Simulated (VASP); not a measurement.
Wanted: the native input for a VASP 6.6.1 run.

- Task: single point
- Functional: PBEsol
- Potentials or basis: VASP PAW PBE potentials, release 64 (Si, Mo_sv)
- Cutoff: 520 eV
- k mesh: 12 × 12 × 6
- Occupations: gaussian, width 0.1 eV
- Spin: no spin polarisation
- Dipole correction: no
- Further INCAR settings: ALGO = Normal; EDIFF = 1e-06; NBANDS = 31

The structure of Si2Mo lies in POSCAR:

```
Si2Mo
1.0
    3.3336233293      0.0000000000      0.0000000000
    0.0000000000      3.1544513013      0.0000000000
    0.0000000000      0.0000000000      7.7770175711
Si Mo
4 2
Direct
    0.0000000000      0.0000000000      0.3353515825
    0.5000000000      0.5000000000      0.1646484175
    0.5000000000      0.5000000000      0.8353515825
    0.0000000000      0.0000000000      0.6646484175
    0.0000000000      0.0000000000      0.0000000000
    0.5000000000      0.5000000000      0.5000000000
```

This cell differs from its parent crystal: uniaxial strain along a: +4.5 %, then relaxed in part.

These files were run (other wordings do the same):

INCAR

```
PREC = Accurate ; ENCUT = 520
EDIFF = 1E-6 ; ISMEAR = 0
SIGMA = 0.1 ; LREAL = F
LASPH = T ; NELM = 100
ALGO = Normal ; ISIF = 2
LWAVE = F ; LCHARG = F
GGA = PS ; NBANDS = 31
```

KPOINTS

```
Automatic mesh
0
Gamma
  12 12 6
```

Potentials or basis: VASP PAW PBE potentials, release 64 (Si, Mo_sv).

The run is started by

```sh
$ cat potpaw_PBE.64/Si/POTCAR potpaw_PBE.64/Mo_sv/POTCAR > POTCAR
$ mpirun -np 1 vasp_std > vasp.out
```

Results of the run:

```
Pressure               : -4.7 GPa
Largest force          : 0.005 eV/Å
Band gap on the k mesh : zero (bands 22 and 23 overlap by 0.70 eV)
```

Caveat: the cell differs from its parent crystal (uniaxial strain along a: +4.5 %, then relaxed in part); the cell stands under tension; the PAW data sets were made with another functional, which shifts forces and pressure a little.

Wall time 5 min on 1 thread of Intel(R) Xeon(R) Platinum 8259CL CPU @ 2.50GHz (Skylake/Cascade Lake) (shared host), peak memory 0.48 GiB.
